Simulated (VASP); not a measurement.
## MoP: single point with PBEsol

MoP, a slab with vacuum:

```xyz
6
Lattice="3.2062 0.0000 0.0000 -1.6031 2.7767 0.0000 0.0000 0.0000 24.9353" Properties=species:S:1:pos:R:3 pbc="T T T"
P     0.0000    1.8511    8.5000
P     0.0000    1.8511   11.6741
P     0.0000    1.8511   14.9133
Mo    0.0000    0.0000   10.0871
Mo    0.0000    0.0000   13.2524
Mo    0.0000    0.0000   16.3134
```

```
Program                : VASP 6.6.1
Task                   : single point
Functional             : PBEsol
Potentials or basis    : VASP PAW PBE potentials, release 64 (P, Mo_sv)
Cutoff                 : 520 eV
k mesh                 : 9 × 9 × 1
Occupations            : gaussian, width 0.1 eV
Spin                   : no spin polarisation
Dipole correction      : yes
Further INCAR settings : ALGO = Normal; EDIFF = 1e-06; NBANDS = 38
```

The largest force is 0.489 eV/Å.

Forces on the atoms (eV/Å):
```
P    0.000  0.000 -0.222
P    0.000  0.000  0.489
P    0.000  0.000 -0.010
Mo   0.000  0.000 -0.300
Mo   0.000  0.000  0.016
Mo   0.000  0.000  0.027
```

Levels at points of the mesh, in eV from the Fermi level:
```csv
k point,band 25,band 26,band 27,band 28,band 29,band 30,band 31,band 32
"(0.00, 0.00, 0.00)",-1.28,-1.28,-0.71,-0.58,-0.58,-0.45,0.49,0.50
```

Wall time 4.4 min on 1 thread of Intel(R) Xeon(R) Platinum 8259CL CPU @ 2.50GHz (Skylake/Cascade Lake), on a shared host, peak memory 0.36 GiB.

Caveat: the PAW data sets were made with another functional, which shifts forces and pressure a little.
